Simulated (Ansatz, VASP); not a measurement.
**CdSe: VASP beside Ansatz**

```
Cd Se
1.0
     0.00000    3.06778    3.06778
     3.06778    0.00000    3.06778
     3.06778    3.06778    0.00000
Cd Se
1 1
Direct
  0.00000 0.00000 0.00000
  0.25000 0.25000 0.25000
```

Alike in both runs: task single point; functional r2SCAN; k mesh 8 × 8 × 8; no spin polarisation.

```csv
,VASP,Ansatz
version,VASP 6.6.1,Ansatz 0.2.0
potentials or method,"VASP PAW PBE potentials, release 64 (Cd, Se)","plane waves, PAW"
plane-wave cutoff (eV),520,500
occupations,"gaussian, width 0.01 eV",fixed
valence electrons in the cell,18,36
```

Ansatz gave:

| Quantity | Value |
| --- | --- |
| gap on the k mesh at the Fermi level (eV) | 1.04 |
| pressure (GPa) | -0.1 |

**Question.** What did VASP give for the same quantities?

**Answer.** gap on the k mesh at the Fermi level (eV): 1.03; pressure (GPa): 0.2.

VASP's potentials were made for PBE, not for r2SCAN. VASP's potentials hold 18 valence electrons a cell and Ansatz's 36, so a difference there can come from the potentials and not from the codes.
